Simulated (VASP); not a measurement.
The system is Nb.

```xyz
1
Lattice="2.8820 0.0000 0.0000 -0.9607 2.7172 0.0000 -0.9607 -1.3586 2.3532" Properties=species:S:1:pos:R:3 pbc="T T T"
Nb    0.0000    0.0000    0.0000
```

```yaml
Program: VASP 6.6.1
Task: relaxation of cell and atoms
Functional: PBEsol
Potentials_or_basis: VASP PAW PBE potentials, release 64 (Nb_sv)
Cutoff: 600 eV
k_mesh: 9 × 9 × 9
Occupations: methfessel-paxton, width 0.05 eV
Spin: no spin polarisation
```

At the start: pressure -9.0 GPa; volume 18.43 Å³/atom.

Where does the relaxation end?

Over 3 steps the energy falls by 29.5 meV/atom and the volume is 17.45 Å³/atom (-5.3 %); space group Im-3m (No. 229, to 0.05 Å).

The path:
```csv
step,energy change (eV),largest force (eV/Å),pressure (GPa),volume (Å³)
1,0.0000,0.0000,-9.00,18.43
2,0.0732,0.0000,22.51,15.80
3,-0.0295,0.0000,-0.16,17.45
```

Final structure:
```
Nb
1.0
     2.82988    0.00000    0.00000
    -0.94329    2.66803    0.00000
    -0.94329   -1.33402    2.31058
Nb
1
Direct
  0.00000 0.00000 0.00000
```

Caveat: the PAW data sets were made with another functional, which shifts forces and pressure a little.
